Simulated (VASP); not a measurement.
Wanted: the native input for a VASP 6.6.1 run.

- Task: single point
- Functional: PBE
- Potentials or basis: VASP PAW PBE potentials, release 64 (Sm_3, Si), 4f in core
- Cutoff: 500 eV
- k mesh: 6 × 6 × 2
- Occupations: gaussian, width 0.2 eV
- Spin: no spin polarisation
- Dipole correction: no
- Mended: yes
- Further INCAR settings: ALGO = Normal; EDIFF = 1e-06; NBANDS = 38

The structure of SmSi4 lies in POSCAR:

```
SmSi4
1.0
    3.8755477255     -0.0000904707      0.0021593355
   -1.9378421744      3.3568383384      0.0005997041
   -0.0089453640     -0.0079206725     15.1018672850
Sm Si
2 8
Direct
    1.0998980070     -0.1001155591      0.2500046508
    0.7667440752      0.2334691457      0.7499938923
    0.7666054523      0.2331978163      0.1174641777
    0.4333201757      0.5667222568      0.6125377956
    0.7665580364      0.2331864171      0.3825349228
    0.4334676302      0.5667794191      0.8874646237
    0.0999325172     -0.1001305549      0.0506499818
    1.0999019570      0.8998726616      0.4493493489
    0.7666862198      0.2334683532      0.5487046667
    0.7668859292      0.2335500440      0.9512959395
```

One way to write it, as run:

INCAR

```
ALGO     = Normal         # electronic algorithm
EDIFF    = 1E-6           # SCF threshold, eV
ENCUT    = 500            # plane-wave cutoff, eV
GGA      = PE             # functional
GGA_COMPAT= F            
ISIF     = 2              # what is computed and relaxed
ISMEAR   = 0              # smearing method
LASPH    = T              # aspherical terms in the spheres
LCHARG   = T              # write CHGCAR
LELF     = T              # ELF
LMAXMIX  = 6              # l up to which the mixer works
LREAL    = F              # projectors in reciprocal space
LVHAR    = T            
LWAVE    = F              # write WAVECAR
NBANDS   = 38             # bands
NELM     = 200            # most SCF steps
PREC     = Accurate       # precision mode
SIGMA    = 0.2            # smearing width, eV
```

KPOINTS

```
k-points
0
Gamma
  6 6 2
```

Potentials or basis: VASP PAW PBE potentials, release 64 (Sm_3, Si), 4f in core.

The run is started by

```console
$ cat potpaw_PBE.64/Sm_3/POTCAR potpaw_PBE.64/Si/POTCAR > POTCAR
$ mpirun -np 1 vasp_std > vasp.out
```

It gave:

```json
{"Pressure": "0.1 GPa", "Largest force": "0.031 eV/Å", "Band gap on the k mesh": "zero (bands 27 and 28 overlap by 1.47 eV)"}
```

Caveat: spin-orbit coupling is left out, which moves the levels of the heavy elements; the 4f electrons are frozen in the core, so they carry no moment and show no levels.

Wall time 3 min on 1 thread of Intel(R) Xeon(R) 6975P-C (Granite Rapids) (shared host), peak memory 0.41 GiB.
